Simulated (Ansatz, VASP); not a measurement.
## MgS: VASP beside Ansatz

```xyz
2
Lattice="0.0000 2.6016 2.6016 2.6016 0.0000 2.6016 2.6016 2.6016 0.0000" Properties=species:S:1:pos:R:3 pbc="T T T"
S     2.6016    2.6016    2.6016
Mg    0.0000    0.0000    0.0000
```

Alike in both runs: functional HSE06; k mesh 5 × 5 × 5; occupations fermi-dirac, width 0.05 eV; no spin polarisation.

```csv
,VASP,Ansatz
version,VASP 6.6.1,Ansatz 0.2.0
potentials or method,"VASP PAW PBE potentials, release 64 (S, Mg)",Ansatz PAW
plane-wave cutoff (eV),520,420
valence electrons in the cell,8,16
task,single point,projected density of states
```

Ansatz gave:

| Item | Value |
| --- | --- |
| gap on the k mesh at the Fermi level (eV) | 4.24 |
| least direct gap on the mesh (eV) | 4.83 |
| pressure (GPa) | -0.3 |

Question: What did VASP give for the same quantities?

Answer: gap on the k mesh at the Fermi level (eV): 4.19; least direct gap on the mesh (eV): 4.80; pressure (GPa): -0.7.

With one functional, cell and mesh, what is left measures potentials, basis and numerics. VASP's potentials hold 8 valence electrons a cell and Ansatz's 16, so a difference there can come from the potentials and not from the codes.

Noted on Ansatz's run: odd divisions of the mesh miss points on the zone boundary, where band edges often lie, so the gap on the mesh can be too wide.
